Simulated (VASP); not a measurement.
Runs of VASP 6.6.1 on SnSe2. The structure is that of space group P-3m1 (No. 164), or close to it. The cells are those of the table. 

| cell | gap on the mesh (eV) | pressure (GPa) | largest force (eV/Å) |
| --- | --- | --- | --- |
| a = 3.925, b = 3.925, c = 6.229 Å, angles 90.0, 90.0, 120.0°, 3 atoms | (d) | (c) | 0.15 |
| a = 3.811, b = 3.811, c = 6.045 Å, angles 90.0, 90.0, 120.0°, 3 atoms | 0.66 | 6.6 | 0.97 |
| a = 3.925, b = 3.925, c = 6.321 Å, angles 90.0, 90.0, 120.0°, 3 atoms | 0.60 | (a) | 0.04 |
| a = 3.754, b = 3.754, c = 6.321 Å, angles 90.0, 90.0, 120.0°, 3 atoms | 0.66 | 5.5 | 0.49 |
| a = 3.811, b = 3.811, c = 6.229 Å, angles 90.0, 90.0, 120.0°, 3 atoms | 0.73 | 4.2 | 0.51 |
| a = 3.868, b = 3.868, c = 6.045 Å, angles 90.0, 90.0, 120.0°, 3 atoms | 0.56 | (b) | 0.74 |
| a = 3.754, b = 3.754, c = 6.229 Å, angles 90.0, 90.0, 120.0°, 3 atoms | 0.73 | 6.7 | 0.73 |
| a = 3.754, b = 3.754, c = 6.137 Å, angles 90.0, 90.0, 120.0°, 3 atoms | 0.79 | 8.0 | 0.97 |

Alike in all rows: task single point; level PBE; potentials or basis VASP PAW PBE potentials, release 64 (Sn_d, Se); no spin polarisation; k mesh 12 × 12 × 6; cutoff (eV) 520; smearing gaussian 0.05 eV.

Problem. Estimate the missing entries.

Solution. (a) -0.6; (b) 4.1; (c) 0.2; (d) 0.57.

Caveats: spin-orbit coupling is left out, which moves the levels of the heavy elements; this functional lacks dispersion, which binds the layers, so the pressure and a relaxed spacing across them are unreliable; the cell stands under pressure (at least some runs).

A k mesh can miss the band edges, and the runs leave out spin-orbit coupling on Se, Sn.
